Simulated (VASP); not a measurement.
The system is GaN.

```xyz
4
Lattice="3.1831 0.0000 0.0000 -1.5916 2.7567 0.0000 0.0000 0.0000 5.1836" Properties=species:S:1:pos:R:3 pbc="T T T"
Ga    0.0000    1.8378   -0.0046
Ga    1.5916    0.9189    2.5872
N     0.0000    1.8378    1.9485
N     1.5916    0.9189    4.5403
```

Base run:

- Program: VASP 6.6.1
- Functional: PBE
- Potentials or basis: VASP PAW PBE potentials, release 64 (Ga_d, N)
- Cutoff: 520 eV
- k mesh: 6 × 6 × 4
- Occupations: gaussian, width 0.01 eV
- Spin: no spin polarisation

Its results: band gap on the k mesh 1.94 eV, direct; pressure 6.3 GPa; largest force 0.004 eV/Å.

Problem. The run is repeated on the same cell with these changes: functional from PBE to r2SCAN. What comes out?

Solution. Band gap on the k mesh 2.34 eV, direct; pressure 1.1 GPa; largest force 0.005 eV/Å.

r2SCAN gives the wider gap, since meta-GGAs in the generalised Kohn-Sham scheme recover part of the derivative discontinuity.

Caveats: the PAW data sets were made with another functional, which shifts forces and pressure a little (some runs).

